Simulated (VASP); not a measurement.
# GaC18 in VASP: a series of runs, part 2 of 2

VASP 6.6.1. Earlier steps stand in the parts before.

## 3. Single point, PBE, collinear spin

The input, INCAR:

```
SYSTEM = GaC18
PREC = Accurate
ENCUT = 520
EDIFF = 1E-6
ISMEAR = 0
SIGMA = 0.05
LREAL = Auto
LASPH = .True.
NELM = 150
ALGO = Normal
ISIF = 2
LWAVE = .False.
LCHARG = .False.
ISPIN = 2
MAGMOM = 0 0 0 0 0 0 0 0 0 0 0 0 0 0 0 0 0 0 1
LORBIT = 11
GGA = PE
NBANDS = 62
```

The input, KPOINTS:

```
Automatic mesh
0
Gamma
  2 2 1
  0 0 0
```

The input, POSCAR:

```
GaC18
1.0
    7.3980000000      0.0000000000      0.0000000000
   -3.6990000000      6.4068560000      0.0000000000
    0.0000000000      0.0000000000     11.0000000000
C Ga
18 1
Direct
   -0.0038285068     -0.0074119839      0.0896047634
    0.2179215704      0.1026837538      0.0898628891
   -0.0047952137      0.3254693567      0.0898752957
    0.2171436184      0.4364577052      0.0903400012
   -0.0038044732      0.6592338978      0.0896614260
    0.2179514555      0.7708692048      0.0898280500
    0.3295742657     -0.0074119354      0.0896051612
    0.5517572800      0.1037003198      0.0896324206
    0.3289139432      0.3246682130      0.0903234837
    0.5524717545      0.4364572670      0.0903404805
    0.3289117562      0.6599361015      0.0902915728
    0.5524183656      0.7716796054      0.0902271516
    0.6633744963     -0.0064077852      0.0898022050
    0.8850996845      0.1037000933      0.0896314587
    0.6634207712      0.3254696165      0.0898753471
    0.8851110899      0.4370663281      0.0896335831
    0.6641814924      0.6599346340      0.0902891775
    0.8860750107      0.7708682567      0.0898263952
    0.4408490393      0.5485337507      0.2877129377
```

Potentials or basis: VASP PAW PBE potentials, release 64 (C, Ga_d).

Command:

```
cat potpaw_PBE.64/C/POTCAR potpaw_PBE.64/Ga_d/POTCAR > POTCAR
mpirun -np 1 vasp_std > vasp.out
```

OUTCAR:

```text
SYSTEM = GaC18
   PREC = Accurate
   ENCUT = 520
   EDIFF = 1E-6
   ISMEAR = 0
   LREAL = Auto
   LASPH = .True.
   NELM = 150
   ISIF = 2
   ISPIN = 2
   LORBIT = 11
   GGA = PE

 ion  position               nearest neighbor table
   1  0.996  0.993  0.090-  18 1.42   2 1.42  14 1.42
   2  0.218  0.103  0.090-   7 1.42   1 1.42   9 1.42
   3  0.995  0.325  0.090-  16 1.42  14 1.42   4 1.42
   4  0.217  0.436  0.090-   3 1.42  11 1.43   9 1.43
   5  0.996  0.659  0.090-  18 1.42   6 1.42  16 1.42
   6  0.218  0.771  0.090-   7 1.42   5 1.42  11 1.42
[... 10 lines left out ...]
  17  0.664  0.660  0.090-  18 1.42  10 1.43  12 1.43
  18  0.886  0.771  0.090-   1 1.42   5 1.42  17 1.42
  19  0.441  0.549  0.288-

  LATTYP: Found a hexagonal cell.
 ALAT       =     7.3980000000
 C/A-ratio  =     1.4868883482

  Lattice vectors:

 A1 = (   7.3980000000,   0.0000000000,   0.0000000000)
 A2 = (  -3.6990000000,   6.4068560000,   0.0000000000)
 A3 = (   0.0000000000,   0.0000000000,  11.0000000000)

Analysis of symmetry for initial positions (statically):
[... 568 lines left out ...]
  external PRESSURE =      10.7097408 kB  Pullay stress =       0.0000000 kB

 VOLUME and BASIS-vectors are now :
 -----------------------------------------------------------------------------
  energy-cutoff  :      520.00
  volume of cell :      521.38
      direct lattice vectors                 reciprocal lattice vectors
     7.398000000  0.000000000  0.000000000     0.135171668  0.078041398  0.000000000
    -3.699000000  6.406856000  0.000000000     0.000000000  0.156082796  0.000000000
     0.000000000  0.000000000 11.000000000     0.000000000  0.000000000  0.090909091

 POSITION                                       TOTAL-FORCE (eV/Angst)
 -----------------------------------------------------------------------------------
      3.69809      6.35937      0.98565         0.006572      0.004292      0.004100
      1.23236      0.65788      0.98849         0.000000      0.016889     -0.000451
      6.15861      2.08524      0.98863         0.013950     -0.014001     -0.001481
     -0.00803      2.79632      0.99374        -0.004166     -0.022407     -0.004702
      4.93135      4.22362      0.98628        -0.000000      0.014804     -0.008936
     -1.23904      4.93885      0.98811        -0.011183     -0.001519      0.002057
[... 11 lines left out ...]
      3.70374      4.93884      0.98809         0.011183     -0.001519      0.002057
      1.23237      3.51438      3.16484         0.000000     -0.001103      0.019646
 -----------------------------------------------------------------------------------
    total drift:                                0.087060     -0.019348     -0.002565

  FREE ENERGIE OF THE ION-ELECTRON SYSTEM (eV)
  ---------------------------------------------------
  free  energy   TOTEN  =      -167.3776747641 eV

  energy  without entropy=     -167.3776747641  energy(sigma->0) =     -167.37767476

 total charge

# of ion       s       p       d       tot
------------------------------------------
    1        0.862   1.795   0.000   2.656
    2        0.861   1.801   0.000   2.661
    3        0.861   1.801   0.000   2.662
    4        0.861   1.786   0.000   2.647
    5        0.862   1.795   0.000   2.656
    6        0.861   1.801   0.000   2.662
[... 11 lines left out ...]
   18        0.861   1.801   0.000   2.662
   19        1.221   0.244   9.946  11.411
--------------------------------------------------
tot         16.719  32.535   9.946  59.200

 magnetization (x)

# of ion       s       p       d       tot
------------------------------------------
    1       -0.000  -0.000   0.000  -0.000
    2        0.000   0.000   0.000   0.000
    3        0.000   0.000   0.000   0.000
    4       -0.000  -0.000   0.000  -0.000
    5       -0.000  -0.000   0.000  -0.000
    6        0.000   0.000   0.000   0.000
[... 11 lines left out ...]
   18        0.000   0.000   0.000   0.000
   19        0.000   0.000  -0.000   0.000
--------------------------------------------------
tot          0.000  -0.000  -0.000  -0.000
```

OSZICAR:

```text
N       E                     dE             d eps       ncg     rms          rms(c)
DAV:   1     0.718268225785E+03    0.71827E+03   -0.35318E+04   744   0.118E+03
DAV:   2    -0.600624362010E+02   -0.77833E+03   -0.73049E+03  1008   0.294E+02
[... 17 lines left out ...]
DAV:  20    -0.167377607322E+03   -0.57921E-04   -0.10515E-05   736   0.991E-03    0.246E-03
DAV:  21    -0.167377643417E+03   -0.36095E-04   -0.42889E-06   696   0.725E-03    0.130E-03
DAV:  22    -0.167377667631E+03   -0.24213E-04   -0.35525E-06   688   0.559E-03    0.855E-04
DAV:  23    -0.167377672557E+03   -0.49266E-05   -0.58787E-07   606   0.290E-03    0.604E-04
DAV:  24    -0.167377674365E+03   -0.18082E-05   -0.20983E-07   588   0.164E-03    0.273E-04
DAV:  25    -0.167377674764E+03   -0.39880E-06   -0.73157E-08   644   0.103E-03
   1 F= -.16737767E+03 E0= -.16737767E+03  d E =-.796960E-16  mag=     0.0000
```

Wall time 8.9 min (1 thread of Intel Xeon Platinum 8259CL at 2.50GHz (Skylake/Cascade Lake), shared host); peak memory 0.77 GiB.

Results:

| Property | Result |
| --- | --- |
| Free energy | -167.3777 eV |
| Largest force | 0.023 eV/Å |
| Net moment | 0.00 μB per cell |
| Valence electrons inside the program's atomic spheres | C 2.66, 2.65 (each value once); Ga 11.41 |

Forces in eV/Å, atoms in the order of the input:
```
C    0.007  0.004  0.004
C    0.000  0.017  0.000
C    0.014 -0.014 -0.001
C   -0.004 -0.022 -0.005
C    0.000  0.015 -0.009
C   -0.011 -0.002  0.002
C   -0.007  0.004  0.004
C    0.001  0.012 -0.002
C    0.000 -0.020  0.002
C    0.004 -0.022 -0.005
C   -0.006  0.008 -0.006
C    0.000  0.014  0.003
C    0.000  0.000  0.001
C   -0.001  0.012 -0.002
C   -0.014 -0.014 -0.001
C    0.000  0.003  0.003
C    0.006  0.008 -0.006
C    0.011 -0.002  0.002
Ga   0.000 -0.001  0.020
```

Caveat: the k points lie up to 0.49 Å⁻¹ apart.
